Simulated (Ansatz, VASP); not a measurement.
# Be5ZnTe6: VASP beside Ansatz

Contents of INCAR:

```
PREC     = Accurate       # precision mode
ENCUT    = 520            # plane-wave cutoff, eV
EDIFF    = 1E-6           # SCF threshold, eV
ISMEAR   = 0              # smearing method
SIGMA    = 0.02           # smearing width, eV
LREAL    = F              # projectors in reciprocal space
LASPH    = T              # aspherical terms in the spheres
NELM     = 100            # most SCF steps
ALGO     = Normal         # electronic algorithm
ISIF     = 2              # what is computed and relaxed
LWAVE    = F              # write WAVECAR
LCHARG   = T              # write CHGCAR
GGA      = CA             # functional
LELF     = T              # ELF
LVHAR    = T            
NBANDS   = 41             # bands
```

File KPOINTS:

```
Automatic mesh
0
Gamma
  8 8 2
```

File POSCAR:

```
Be5ZnTe6
1.0
    4.0571113000      0.0000000000      0.0000000000
    0.0000000000      4.0571113000      0.0000000000
    0.0000000000      0.0000000000     17.3244513000
Be Zn Te
5 1 6
Direct
    0.0000000000      0.0000000000      0.8237560000
    0.0000000000      0.0000000000      0.1762440000
    0.5000000000      0.5000000000      0.3382530000
    0.0000000000      0.0000000000      0.5000000000
    0.5000000000      0.5000000000      0.6617470000
    0.5000000000      0.5000000000      0.0000000000
    0.5000000000      0.0000000000      0.0963530000
    0.0000000000      0.5000000000      0.2573350000
    0.5000000000      0.0000000000      0.4191360000
    0.0000000000      0.5000000000      0.5808640000
    0.5000000000      0.0000000000      0.7426650000
    0.0000000000      0.5000000000      0.9036470000
```

Input for Ansatz:

```yaml
crystal:
  lattice:
    - [4.0571113, 0.0, 0.0]
    - [0.0, 4.0571113, 0.0]
    - [0.0, 0.0, 17.3244513]
  atoms:
    - { symbol: Be, position: [0.0, 0.0, 0.823756] }
    - { symbol: Be, position: [0.0, 0.0, 0.176244] }
    - { symbol: Be, position: [0.5, 0.5, 0.338253] }
    - { symbol: Be, position: [0.0, 0.0, 0.5] }
    - { symbol: Be, position: [0.5, 0.5, 0.661747] }
    - { symbol: Zn, position: [0.5, 0.5, 0.0] }
    - { symbol: Te, position: [0.5, 0.0, 0.096353] }
    - { symbol: Te, position: [0.0, 0.5, 0.257335] }
    - { symbol: Te, position: [0.5, 0.0, 0.419136] }
    - { symbol: Te, position: [0.0, 0.5, 0.580864] }
    - { symbol: Te, position: [0.5, 0.0, 0.742665] }
    - { symbol: Te, position: [0.0, 0.5, 0.903647] }
basis:
  ecutwfc: 420
kpoints:
  mp_grid: { grid: [8, 8, 2] }
  band_path:
    path:
      - [[0.0, 0.0, 0.0], [0.0, 0.5, 0.0], [0.5, 0.5, 0.0], [0.0, 0.0, 0.0], [0.0, 0.0, 0.5], [0.0, 0.5, 0.5], [0.5, 0.5, 0.5], [0.0, 0.0, 0.5]]
      - [[0.0, 0.5, 0.0], [0.0, 0.5, 0.5]]
      - [[0.5, 0.5, 0.0], [0.5, 0.5, 0.5]]
    npoints: 10
hamiltonian:
  xc: lda
scf:
  occupations: { method: gaussian, width: 0.02 }
  n_extra_bands: 30
output:
  forces: true
  stress: true
  eigenvalues: true
  populations: true
  dos: { projected: true, de: 0.02, nscf_kmesh: { grid: [12, 12, 3] } }
  bader: false
  write_density: true
  write_potential: true
  elf: true
  volumetric_format: npy
```

Alike in both runs: task single point; functional LDA; k mesh 8 × 8 × 2; occupations gaussian, width 0.02 eV; no spin polarisation.

```csv
,VASP,Ansatz
version,VASP 6.6.1,Ansatz 0.2.0
potentials or method,"VASP PAW LDA potentials, release 64 (Be, Zn, Te), cutoff 520 eV","scalar-relativistic, plane waves, PAW"
valence electrons in the cell,58,118
```

|  | VASP | Ansatz | Ansatz less VASP |
| --- | --- | --- | --- |
| gap on the k mesh at the Fermi level (eV) | 1.82 | 1.84 | +0.016 |
| least direct gap on the mesh (eV) | 1.82 | 1.84 | +0.016 |
| pressure (GPa) | -3.3 | -3.5 | -0.21 |
| traceless stress, the component that is largest in VASP (GPa) | -0.09 | -0.09 | -0.005 |
| rms of the force components (eV/Å) | 0.045 | 0.046 | +0.0010 |

LDA's correlation is that of Perdew and Zunger in VASP and of Perdew and Wang (1992) in Ansatz. Atom by atom the forces differ by 0.001 eV/Å (rms over components). VASP's potentials hold 58 valence electrons a cell and Ansatz's 118, so a difference there can come from the potentials and not from the codes.

Neither program's run includes spin-orbit coupling.
